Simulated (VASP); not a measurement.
**BeH2F4: single point with PBE**

BeH2F4:

```xyz
7
Lattice="4.9979 0.0000 0.0000 0.0000 4.9979 0.0000 0.0000 0.0000 3.1105" Properties=species:S:1:pos:R:3 pbc="T T T"
Be    0.0000    0.0000    0.0000
H     0.0000    2.4990    1.5553
H     2.4990    0.0000    1.5553
F     1.0928    1.0928    0.0000
F     3.9051    3.9051    0.0000
F     1.0928    3.9051    0.0000
F     3.9051    1.0928    0.0000
```

The cell was built from a structure type or drawn by symmetry, and may not be a known phase.

```json
{"Program": "VASP 6.6.1", "Task": "single point", "Functional": "PBE", "Potentials or basis": "VASP PAW PBE potentials, release 64 (Be, H, F)", "Cutoff": "520 eV", "k mesh": "4 × 4 × 6", "Occupations": "gaussian, width 0.1 eV", "Spin": "no spin polarisation", "Dipole correction": "no", "Further INCAR settings": "ALGO = Normal; EDIFF = 1e-06; NBANDS = 25"}
```

| Quantity | Value |
| --- | --- |
| Pressure | -0.8 GPa |
| Largest force | 1.914 eV/Å |
| Band gap on the k mesh | zero (bands 16 and 17 overlap by 0.04 eV) |

Forces in eV/Å, atoms in the order of the input:
```
Be   0.000  0.000  0.000
H    0.000  0.000  0.000
H    0.000  0.000  0.000
F    1.353  1.353  0.000
F   -1.353 -1.353  0.000
F    1.353 -1.353  0.000
F   -1.353  1.353  0.000
```

Stress tensor (GPa, compression positive):
```
  6.40   0.00   0.00
  0.00   6.40   0.00
  0.00   0.00 -15.12
```

Levels at points of the mesh, in eV from the Fermi level:
| k point | band 13 | band 14 | band 15 | band 16 | band 17 | band 18 | band 19 | band 20 |
| --- | --- | --- | --- | --- | --- | --- | --- | --- |
| (0.00, 0.00, 0.00) | -0.97 | -0.97 | -0.86 | -0.67 | -0.07 | 1.55 | 8.68 | 11.25 |
| (0.50, 0.00, 0.00) | -1.36 | -1.17 | -0.91 | -0.30 | 0.54 | 1.20 | 8.19 | 10.26 |
| (0.50, 0.50, 0.00) | -1.73 | -1.73 | -1.25 | -0.73 | 1.28 | 1.28 | 7.41 | 9.81 |
| (0.00, 0.00, 0.50) | -0.88 | -0.88 | -0.82 | -0.03 | 0.09 | 1.54 | 7.42 | 11.48 |
| (0.50, 0.00, 0.50) | -1.75 | -1.25 | -0.82 | -0.24 | 0.87 | 1.15 | 7.47 | 12.31 |
| (0.50, 0.50, 0.50) | -1.67 | -1.67 | -1.62 | -0.62 | 1.18 | 1.18 | 7.48 | 11.60 |

It took 66 s on 1 thread of Intel Xeon 8259CL (shared host), peak memory 0.2 GiB.

Caveat: forces of over 1 eV/Å act on the atoms, so gaps and moduli don't describe the material at rest.
